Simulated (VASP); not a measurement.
**BN: single point with LDA**

The system is BN.

```
B N
1.0
     2.48835    0.00000    0.00000
    -1.24418    2.15498    0.00000
     0.00000    0.00000    6.49527
B N
2 2
Direct
  0.33333 0.66667 0.25000
  0.66667 0.33333 0.75000
  0.33333 0.66667 0.75000
  0.66667 0.33333 0.25000
```

| Item | Value |
| --- | --- |
| Program | VASP 6.6.1 |
| Task | single point |
| Functional | LDA |
| Potentials or basis | VASP PAW LDA potentials, release 64 (B, N) |
| Cutoff | 520 eV |
| k mesh | 12 × 12 × 4 |
| Occupations | gaussian, width 0.02 eV |
| Spin | no spin polarisation |
| Dipole correction | no |
| Further INCAR settings | ALGO = Normal; EDIFF = 1e-06; NBANDS = 16 |

The pressure is 0.6 GPa and the band gap on the k mesh is 4.05 eV, indirect (least direct gap 4.47 eV).

Stress tensor (GPa, compression positive):
```
 1.04  0.00  0.00
 0.00  1.04  0.00
 0.00  0.00 -0.20
```

Levels at points of the mesh, in eV from the valence-band top:
```tsv
k point	band 4	band 5	band 6	band 7	band 8	band 9	band 10	band 11	band 12	band 13
(0.00, 0.00, 0.00)	-4.10	-1.34	-1.34	-1.29	-1.29	5.07	10.36	11.56	11.56	11.71
(0.50, 0.00, 0.00)	-8.89	-4.21	-4.13	-1.59	-0.42	4.05	5.65	9.64	10.10	12.45
(0.00, 0.00, 0.50)	-5.47	-1.32	-1.32	-1.32	-1.32	7.64	7.64	11.63	11.63	11.63
(0.50, 0.00, 0.50)	-8.93	-4.17	-4.17	-0.98	-0.98	4.57	4.57	10.10	10.10	13.40
```

It took 12 s on 1 thread of Intel(R) Xeon(R) 6975P-C (Granite Rapids), on a shared host, peak memory 0.14 GiB.

A k mesh can miss the band edges.
